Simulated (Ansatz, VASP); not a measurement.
## One calculation of Ge, two programs

```
Ge
1.0
     1.46701   -2.73054    0.00000
     1.46701    2.73054    0.00000
     0.00000    0.00000    2.56332
Ge
1
Direct
  0.50000 0.50000 0.00000
```

Change from the starting cell: strain +0.050 along x and y, -0.050 along z, atoms carried along.

Alike in both runs: task single point; functional r2SCAN; k mesh 20 × 20 × 18; occupations gaussian, width 0.15 eV; no spin polarisation.

```csv
,VASP,Ansatz
version,VASP 6.6.1,Ansatz 0.2.0
potentials or method,"VASP PAW PBE potentials, release 64 (Ge_d), cutoff 550 eV","scalar-relativistic, plane waves, PAW"
valence electrons in the cell,14,14
```

Ansatz gave:

```
gap on the k mesh at the Fermi level (eV)                     : none
pressure (GPa)                                                : -4.5
traceless stress, the component that is largest in VASP (GPa) : 8.84
```

Estimate VASP's values.

gap on the k mesh at the Fermi level (eV): none; pressure (GPa): -4.6; traceless stress, the component that is largest in VASP (GPa): 8.87.

VASP's potentials were made for PBE, not for r2SCAN. A gap of «none» marks a metal or a gap that the smearing closes.
